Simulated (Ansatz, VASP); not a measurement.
MnAs: VASP beside Ansatz

```
As Mn
1.0
     3.71000    0.00000    0.00000
    -1.85500    3.21295    0.00000
     0.00000    0.00000    5.69100
As Mn
2 2
Direct
  0.66667 0.33333 0.75000
  0.33333 0.66667 0.25000
  0.00000 0.00000 0.50000
  0.00000 0.00000 0.00000
```

Alike in both runs: task relaxation of cell and atoms; functional PBE; dispersion D4; k mesh 8 × 8 × 5; occupations fermi-dirac, width 0.05 eV; collinear spin.

```csv
,VASP,Ansatz
version,VASP 6.6.1,Ansatz 0.2.0
potentials or method,"VASP PAW PBE potentials, release 64 (As, Mn_pv)",Ansatz PAW
plane-wave cutoff (eV),600,420
valence electrons in the cell,36,60
```

```tsv
	VASP	Ansatz	Ansatz less VASP
net moment per atom (μB)	1.31	1.30	-0.002
size of the moment on the site where the two differ most (μB)	2.68	2.60	-0.078
relaxed volume (Å³/atom)	15.15	15.12	-0.033
relaxed length of the cell vector where the two differ most in proportion (Å)	3.590	3.587	-0.0037
```

Site moments also hang on the region over which each program counts them. VASP's potentials hold 36 valence electrons a cell and Ansatz's 60, so a difference there can come from the potentials and not from the codes.

Noted on Ansatz's run: the plane-wave basis is chosen anew once the cell has moved, so the energies of steps on either side of that aren't comparable.
